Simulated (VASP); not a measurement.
Write the native input for VASP 6.6.1 that does the following.

| Item | Value |
| --- | --- |
| Task | relaxation of cell and atoms |
| Functional | PBE |
| Potentials or basis | VASP PAW PBE potentials, release 64 (Y_sv, N) |
| Cutoff | 600 eV |
| k mesh | 6 × 6 × 4 |
| Occupations | gaussian, width 0.1 eV |
| Spin | no spin polarisation |
| Dipole correction | no |
| Further INCAR settings | ALGO = Normal; EDIFF = 1e-07; IBRION = 2; EDIFFG = -0.04; NSW = 90; ISIF = 3 |

The structure of Y5N lies in POSCAR:

```
Y5N
1.0
    4.8450684700      0.0000000000      0.0000000000
   -2.4225342400      4.1959523800      0.0000000000
    0.0000000000      0.0000000000      6.5769419400
Y N
5 1
Direct
    0.6666666700      0.3333333300      0.7959949400
    0.0000000000      0.0000000000      0.0000000000
    0.6666666700      0.3333333300      0.2040050600
    0.3333333300      0.6666666700      0.2040050600
    0.3333333300      0.6666666700      0.7959949400
    0.0000000000      0.0000000000      0.5000000000
```

The cell was generated, and may not be a known phase.

These files were run (other wordings do the same):

INCAR

```
SYSTEM = Y5N
PREC = Accurate
ENCUT = 600
EDIFF = 1E-7
ISMEAR = 0
SIGMA = 0.1
LREAL = .FALSE.
LASPH = .TRUE.
NELM = 60
ALGO = Normal
ISIF = 3
LWAVE = .FALSE.
LCHARG = .FALSE.
GGA = PE
IBRION = 2
NSW = 90
EDIFFG = -0.04
```

KPOINTS

```
regular mesh
0
G
  6 6 4
  0 0 0
```

Potentials or basis: VASP PAW PBE potentials, release 64 (Y_sv, N).

Command:

```sh
$ cat potpaw_PBE.64/Y_sv/POTCAR potpaw_PBE.64/N/POTCAR > POTCAR
$ mpirun -np 1 vasp_std > vasp.out
```

Results of the run:

The relaxed volume is 27.21 Å³/atom, the relaxed cell is a = 5.635 Å, b = 5.635 Å, c = 5.936 Å, α = 90.00°, β = 90.00°, γ = 120.00° and the space group after relaxing (to 0.1 Å) is P6/mmm (No. 191). The energy gained by relaxing is 785.0 meV/atom, the ionic steps are 12 and the pressure after relaxing is -0.1 GPa. The largest force after relaxing is 0.034 eV/Å. The band gap on the k mesh is zero (bands 30 and 31 overlap by 0.59 eV).

Caveat: the volume moved by over 15 % at a fixed basis, so the end points are rough.

Run time: 18 min on 1 thread of Intel(R) Xeon(R) 6975P-C (Granite Rapids), on a shared host, peak memory 0.39 GiB.
